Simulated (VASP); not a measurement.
CdS (Hawleyite), 2 atoms in the cell. It takes space group F-43m (No. 216, cubic). The conventional cell has a = 5.948 Å, b = 5.948 Å, c = 5.948 Å, α = 90.00°, β = 90.00°, γ = 90.00°. Within 3.4 Å of Cd (site symmetry -43m) lie 4 S at 2.58 Å. S (site symmetry -43m) has 4 Cd at 2.58 Å within 3.4 Å. 

```yaml
Program: VASP 6.6.1
Task: single point
Functional: r2SCAN
Potentials_or_basis: VASP PAW PBE potentials, release 64 (Cd, S)
Cutoff: 520 eV
k_mesh: 8 × 8 × 8
Occupations: gaussian, width 0.01 eV
Spin: no spin polarisation
Dipole_correction: no
Further_INCAR_settings: ALGO = Normal; EDIFF = 1e-07; NBANDS = 16
```

Potentials or basis: VASP PAW PBE potentials, release 64 (Cd, S).

Command:

```sh
$ cat potpaw_PBE.64/Cd/POTCAR potpaw_PBE.64/S/POTCAR > POTCAR
$ cp INCAR.step1 INCAR
$ mpirun -np 1 vasp_std > vasp.out
$ cp INCAR.step2 INCAR
$ mpirun -np 1 vasp_std > vasp.out
```

Hardware: 1 thread of Intel(R) Xeon(R) 6975P-C (Granite Rapids), with other jobs on the host.

Problem. Estimate the wall time of this run.

Solution. It took 35 s on 1 thread of Intel(R) Xeon(R) 6975P-C (Granite Rapids), on a shared host, peak memory 0.18 GiB. Counts: k points 29.
